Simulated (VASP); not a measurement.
Input of a VASP 6.6.1 run:

File INCAR:

```
ALGO     = Normal         # electronic algorithm
EDIFF    = 1E-7           # SCF threshold, eV
ENCUT    = 520            # plane-wave cutoff, eV
GGA      = RE             # functional
ISIF     = 2              # what is computed and relaxed
ISMEAR   = -1             # smearing method
LASPH    = True           # aspherical terms in the spheres
LCHARG   = True           # write CHGCAR
LELF     = True           # ELF
LREAL    = False          # projectors in reciprocal space
LVHAR    = True         
LWAVE    = False          # write WAVECAR
NBANDS   = 12             # bands
NELM     = 60             # most SCF steps
PREC     = Accurate       # precision mode
SIGMA    = 0.05           # smearing width, eV
```

KPOINTS

```
k-points
0
Gamma
  10 10 3
```

The input POSCAR:

```
Mg
1.0
    3.2145193958      0.0000000000      0.0000000000
   -1.6072596979      2.7838554577      0.0000000000
    0.0000000000      0.0000000000     10.6119351354
Mg
4
Direct
    0.6666666667      0.3333333333      0.7500000000
    0.0000000000      0.0000000000      0.5000000000
    0.3333333333      0.6666666667      0.2500000000
    0.0000000000      0.0000000000      0.0000000000
```

Potentials or basis: VASP PAW PBE potentials, release 64 (Mg).

Command:

```bash
$ cat potpaw_PBE.64/Mg/POTCAR > POTCAR
$ mpirun -np 1 vasp_std > vasp.out
```

**Question.** Predict the pressure.

**Answer.** -0.2 GPa.

**Question.** What does it give for the band gap on the k mesh?

**Answer.** Zero (band 4 reaches 3.14 eV, above the bottom of band 5 at 1.18 eV).

Caveat: the PAW data sets were made with another functional, which shifts forces and pressure a little.
